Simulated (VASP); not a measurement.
# Lu3Sc2O (P6/mmm) in VASP: single point with PBE

Aim: the single point of Lu3Sc2O with PBE.

All numbers are computed with VASP 6.6.1; they aren't measurements. Logs are shortened: lines on timing, memory, paths and dates and some standing lists are left out, and cuts for length are marked.

## Step 1: The cell of the first run

It takes space group P6/mmm (No. 191, hexagonal). The conventional cell has a = 4.788 Å, b = 4.788 Å, c = 10.741 Å, α = 90.00°, β = 90.00°, γ = 120.00°. Lu (site symmetry -6m2) has 3 Lu at 2.76 Å and 3 O at 2.76 Å and 6 Sc at 3.38 Å within 3.6 Å. Lu (site symmetry 6/mmm) has 2 Sc at 3.43 Å within 4.5 Å. Within 2.6 Å of Sc (site symmetry 6mm) lie 1 O at 1.94 Å. O (site symmetry 6/mmm) has 2 Sc at 1.94 Å within 2.6 Å.

The cell was generated, and may not be a known phase.

## Step 2: Single point, PBE

Input file INCAR:

```
SYSTEM = Lu3Sc2O
PREC = Accurate
ENCUT = 520
EDIFF = 1E-7
ISMEAR = 0
SIGMA = 0.1
LREAL = .False.
LASPH = .True.
NELM = 80
ALGO = Normal
ISIF = 2
LWAVE = .False.
LCHARG = .False.
GGA = PE
NBANDS = 60
```

Input file KPOINTS:

```
regular mesh
0
Gamma
  6 6 4
  0 0 0
```

Input file POSCAR:

```
Lu3Sc2O
1.0
    4.7883761318      0.0000000032      0.0000000000
   -2.3941880687      4.1468553714      0.0000000000
    0.0000000000      0.0000000000     10.7407283017
Lu Sc O
3 2 1
Direct
    0.3333333333      0.6666666667      0.0000000000
    0.6666666667      0.3333333333      0.0000000000
    0.0000000000      0.0000000000      0.5000000000
    0.0000000000      0.0000000000      0.8197191706
    0.0000000000      0.0000000000      0.1802808294
    0.0000000000      0.0000000000      0.0000000000
```

Potentials or basis: VASP PAW PBE potentials, release 64 (Lu, Sc_sv, O).

Launch:

```console
cat potpaw_PBE.64/Lu/POTCAR potpaw_PBE.64/Sc_sv/POTCAR potpaw_PBE.64/O/POTCAR > POTCAR
mpirun -np 1 vasp_std > vasp.out
```

OUTCAR:

```text
SYSTEM = Lu3Sc2O
   PREC = Accurate
   ENCUT = 520
   EDIFF = 1E-7
   ISMEAR = 0
   LREAL = .False.
   LASPH = .True.
   NELM = 80
   ISIF = 2
   GGA = PE

 ion  position               nearest neighbor table
   1  0.333  0.667  0.000-   2 2.76   2 2.76   6 2.76   6 2.76   6 2.76   2 2.76   5 3.38   4 3.38
                             4 3.38   5 3.38   4 3.38   5 3.38
   2  0.667  0.333  0.000-   1 2.76   1 2.76   6 2.76   6 2.76   6 2.76   1 2.76   5 3.38   4 3.38
                             5 3.38   4 3.38   5 3.38   4 3.38
   3  0.000  0.000  0.500-   4 3.43   5 3.43
   4  0.000  0.000  0.820-   6 1.94   2 3.38   1 3.38   2 3.38   1 3.38   2 3.38   1 3.38   3 3.43

   5  0.000  0.000  0.180-   6 1.94   2 3.38   1 3.38   2 3.38   1 3.38   2 3.38   1 3.38   3 3.43

   6  0.000  0.000  0.000-   4 1.94   5 1.94   1 2.76   2 2.76   2 2.76   1 2.76   2 2.76   1 2.76

  LATTYP: Found a hexagonal cell.
 ALAT       =     4.7883761318
 C/A-ratio  =     2.2430836689

  Lattice vectors:

 A1 = (   4.7883761318,   0.0000000032,   0.0000000000)
 A2 = (  -2.3941880687,   4.1468553714,   0.0000000000)
 A3 = (   0.0000000000,   0.0000000000,  10.7407283017)

Analysis of symmetry for initial positions (statically):
=====================================================================
 Subroutine PRICEL returns:
 Original cell was already a primitive cell.

 Routine SETGRP: Setting up the symmetry group for a
 hexagonal supercell.

 Subroutine GETGRP returns: Found 24 space group operations
 (whereof 24 operations were pure point group operations)
 out of a pool of 24 trial point group operations.

The static configuration has the point symmetry D_6h.

Analysis of symmetry for dynamics (positions and initial velocities):
=====================================================================
 Subroutine PRICEL returns:
 Original cell was already a primitive cell.

 Routine SETGRP: Setting up the symmetry group for a
 hexagonal supercell.

 Subroutine GETGRP returns: Found 24 space group operations
 (whereof 24 operations were pure point group operations)
 out of a pool of 24 trial point group operations.

The dynamic configuration has the point symmetry D_6h.

 Subroutine INISYM returns: Found 24 space group operations
 (whereof 24 operations are pure point group operations),
 and found     1 'primitive' translations

----------------------------------------------------------------------------------------

                                     Primitive cell

  volume of cell :     213.2755

  direct lattice vectors                    reciprocal lattice vectors
     4.788376132  0.000000003  0.000000000     0.208839066  0.120573291  0.000000000
    -2.394188069  4.146855371  0.000000000    -0.000000000  0.241146582  0.000000000
     0.000000000  0.000000000 10.740728302     0.000000000  0.000000000  0.093103556

  length of vectors
     4.788376132  4.788376132 10.740728302     0.241146582  0.241146582  0.093103556

  position of ions in fractional coordinates (direct lattice)
     0.333333333  0.666666667  0.000000000
     0.666666667  0.333333333  0.000000000
     0.000000000  0.000000000  0.500000000
     0.000000000  0.000000000  0.819719171
     0.000000000  0.000000000  0.180280829
     0.000000000  0.000000000  0.000000000

  ion indices of the primitive-cell ions
   primitive index   ion index
                 1           1
                 2           2
                 3           3
                 4           4
                 5           5
                 6           6

----------------------------------------------------------------------------------------

 KPOINTS: regular mesh

Automatic generation of k-mesh.
 Grid dimensions read from file:
 generate k-points for:    6    6    4

 Generating k-lattice:

  Cartesian coordinates                     Fractional coordinates (reciprocal lattice)
     0.034806511  0.020095549  0.000000000     0.166666667  0.000000000  0.000000000
    -0.000000000  0.040191097  0.000000000     0.000000000  0.166666667  0.000000000
     0.000000000  0.000000000  0.023275889     0.000000000  0.000000000  0.250000000

  Length of vectors
     0.040191097  0.040191097  0.023275889

  Shift w.r.t. Gamma in fractional coordinates (k-lattice)
     0.000000000  0.000000000  0.000000000

 Subroutine IBZKPT returns following result:
 ===========================================

 Found     21 irreducible k-points:

 Following reciprocal coordinates:
            Coordinates               Weight
  0.000000  0.000000  0.000000      1.000000
  0.166667  0.000000  0.000000      6.000000
  0.333333  0.000000  0.000000      6.000000
  0.500000  0.000000  0.000000      3.000000
  0.166667  0.166667  0.000000      6.000000
  0.333333  0.166667  0.000000     12.000000
[... 13 lines left out ...]
  0.333333  0.166667  0.500000     12.000000
  0.333333  0.333333  0.500000      2.000000
   k-points           NKPTS =     21   k-points in BZ     NKDIM =     21   number of bands    NBANDS=     60
   number of dos      NEDOS =    301   number of ions     NIONS =      6
   total plane-waves  NPLWV = 103680
   dimension x,y,z NGX =    36 NGY =   36 NGZ =   80
   dimension x,y,z NGXF=    72 NGYF=   72 NGZF=  160
   ions per type =               3   2   1
   NGX,Y,Z   is equivalent  to a cutoff of  12.50, 12.50, 12.38 a.u.
   NGXF,Y,Z  is equivalent  to a cutoff of  25.00, 25.00, 24.76 a.u.
 SYSTEM =  Lu3Sc2O
   PREC   = accura    normal or accurate (medium, high low for compatibility)
   ISTART =      0    job   : 0-new  1-cont  2-samecut
   ICHARG =      2    charge: 1-file 2-atom 10-const
   ISPIN  =      1    spin polarized calculation?
   LNONCOLLINEAR =      F non collinear calculations
   LSORBIT =      F    spin-orbit coupling
   LASPH  =      T    aspherical Exc in radial PAW
   ENCUT  =  520.0 eV  38.22 Ry    6.18 a.u.   8.90  8.90 19.97*2*pi/ulx,y,z
   NELM   =     80;   NELMIN=  2; NELMDL= -5     # of ELM steps
   EDIFF  = 0.1E-06   stopping-criterion for ELM
   LREAL  =      F    real-space projection
   EDIFFG = 0.1E-05   stopping-criterion for IOM
   NSW    =      0    number of steps for IOM
   IBRION =     -1    ionic relax: 0-MD 1-quasi-New 2-CG
   NFREE  =      0    steps in history (QN), initial steepest desc. (CG)
   ISIF   =      2    stress and relaxation
   ISYM   =      2    0-nonsym 1-usesym 2-fastsym
   POTIM  = 0.5000    time-step for ionic-motion
   TEBEG  =    0.0;   TEEND  =   0.0 temperature during run
   PSTRESS=    0.0 pullay stress
   NELECT =     103.0000    total number of electrons
   NUPDOWN=      -1.0000    fix difference up-down
   EMIN   =  10.00;   EMAX   =-10.00  energy-range for DOS
   EFERMI =   0.00;   METHOD = LEGACY
   ISMEAR =     0;   SIGMA  =   0.10  broadening in eV -4-tet -1-fermi 0-gaus
   EFERMI_NEDOS =   21; number of points for ismear=-14 and -15
   IALGO  =     38    algorithm
   IMIX   =      4    mixing-type and parameters
     AMIX     =   0.40;   BMIX     =  1.00
     AMIX_MAG =   1.60;   BMIX_MAG =  1.00
  volume/ion in A,a.u.               =      35.55       239.88
  Fermi-wavevector in a.u.,A,eV,Ry     =   1.284420  2.427201 22.445992  1.649734
  Thomas-Fermi vector in A             =   2.416614
   LORBIT       =      0    0 simple, 1 ext, 2 COOP (PROOUT), +10 PAW based schemes
   GGA     = PE    functional components
   LHFCALC =     F    Hartree Fock is set to
   AEXX    =    0.0000 exact exchange contribution
   IVDW    =     0    specifies the selected vdW correction
   LEPSILON=     F    determine dielectric tensor
   LRPA    =     F    only Hartree local field effects (RPA)
 non-spin polarized calculation
 Gauss-broadening in eV      SIGMA  =   0.10
  energy-cutoff  :      520.00
  volume of cell :      213.28
 maximum number of plane-waves:      5772
 NGX is ok and might be reduce to    36
   NGX = 17   NGY = 17   NGZ = 39

 number of electron     103.0000035 magnetization

 Free energy of the ion-electron system (eV)
  ---------------------------------------------------
  ext. energy  EPLUGINS =         0.00000000
  ---------------------------------------------------
  free energy    TOTEN  =       -28.30301341 eV

  energy without entropy =      -28.26099379  energy(sigma->0) =      -28.28200360

 E-fermi :   1.0655     XC(G=0):  -8.4087

 val. band max:        1.0387029361   @ k =   0.3333   0.1667   0.5000
 cond. band min:       1.0804806181   @ k =   0.1667   0.1667   0.0000
 fundamental gap:      0.0417776820
 Fermi energy:         1.0654512763

 k-point     1 :       0.0000    0.0000    0.0000
  band No.  band energies     occupation
      1     -57.5147      2.00000
      2     -55.1114      2.00000
      3     -54.8773      2.00000
      4     -49.0390      2.00000
      5     -49.0359      2.00000
      6     -28.1379      2.00000
[... 52 lines left out ...]
     59       2.1883      0.00000
     60       2.8469      0.00000

 k-point     2 :       0.1667    0.0000    0.0000
  band No.  band energies     occupation
      1     -57.5147      2.00000
      2     -55.0977      2.00000
      3     -54.8914      2.00000
      4     -49.0390      2.00000
      5     -49.0358      2.00000
      6     -28.1395      2.00000
[... 52 lines left out ...]
     59       2.3203      0.00000
     60       2.7972      0.00000

 k-point     3 :       0.3333    0.0000    0.0000
  band No.  band energies     occupation
      1     -57.5146      2.00000
      2     -55.0625      2.00000
      3     -54.9274      2.00000
      4     -49.0390      2.00000
      5     -49.0358      2.00000
      6     -28.1427      2.00000
[... 1123 lines left out ...]
     59       2.3920      0.00000
     60       2.5011      0.00000

 k-point    21 :       0.3333    0.3333    0.5000
  band No.  band energies     occupation
      1     -57.5146      2.00000
      2     -54.9953      2.00000
      3     -54.9953      2.00000
      4     -49.0390      2.00000
      5     -49.0357      2.00000
      6     -28.1425      2.00000
[... 52 lines left out ...]
     59       2.3572      0.00000
     60       2.4126      0.00000

------------------------ aborting loop because EDIFF is reached ----------------------------------------

  FORCE on cell =-STRESS in cart. coord.  units (eV):
  Direction    XX          YY          ZZ          XY          YZ          ZX
  --------------------------------------------------------------------------------------
  -------------------------------------------------------------------------------------
  Total        0.1995794      0.1995794      0.6280008     -0.0000000      0.0000000      0.0000000
  in kB        1.4992891      1.4992891      4.7176957     -0.0000000      0.0000000      0.0000000
  external PRESSURE =       2.5720913 kB  Pullay stress =       0.0000000 kB

 VOLUME and BASIS-vectors are now :
 -----------------------------------------------------------------------------
  energy-cutoff  :      520.00
  volume of cell :      213.28
      direct lattice vectors                 reciprocal lattice vectors
     4.788376132  0.000000003  0.000000000     0.208839066  0.120573291  0.000000000
    -2.394188069  4.146855371  0.000000000    -0.000000000  0.241146582  0.000000000
     0.000000000  0.000000000 10.740728302     0.000000000  0.000000000  0.093103556

 POSITION                                       TOTAL-FORCE (eV/Angst)
 -----------------------------------------------------------------------------------
     -0.00000      2.76457      0.00000         0.000000     -0.000000      0.000000
      2.39419      1.38229      0.00000        -0.000000      0.000000      0.000000
      0.00000      0.00000      5.37036         0.000000     -0.000000      0.000000
      0.00000      0.00000      8.80438         0.000000      0.000000     -0.146593
      0.00000      0.00000      1.93635         0.000000     -0.000000      0.146593
      0.00000      0.00000      0.00000         0.000000     -0.000000      0.000000
 -----------------------------------------------------------------------------------
    total drift:                                0.000000      0.000000      0.000000

  FREE ENERGIE OF THE ION-ELECTRON SYSTEM (eV)
  ---------------------------------------------------
  free  energy   TOTEN  =       -28.3030134078 eV

  energy  without entropy=      -28.2609937920  energy(sigma->0) =      -28.28200360
```

Run time: 4 min. Hardware: 1 thread of AMD EPYC 9R45 (Zen 5), shared host; peak memory 0.43 GiB.

What came out:

* Free energy: -28.3030 eV
* Pressure: 0.3 GPa
* Largest force: 0.147 eV/Å
* Band gap on the k mesh: zero (an odd number of electrons rules out a gap without spin polarisation)

Forces in eV/Å, atoms in the order of the input:
```
Lu   0.000  0.000  0.000
Lu   0.000  0.000  0.000
Lu   0.000  0.000  0.000
Sc   0.000  0.000 -0.147
Sc   0.000  0.000  0.147
O    0.000  0.000  0.000
```

Stress tensor (GPa, compression positive):
```
0.15 0.00 0.00
0.00 0.15 0.00
0.00 0.00 0.47
```

Caveat: spin-orbit coupling is left out, which moves the levels of the heavy elements.

The gap in the log of VASP goes by the Fermi energy; the results here count the filled bands.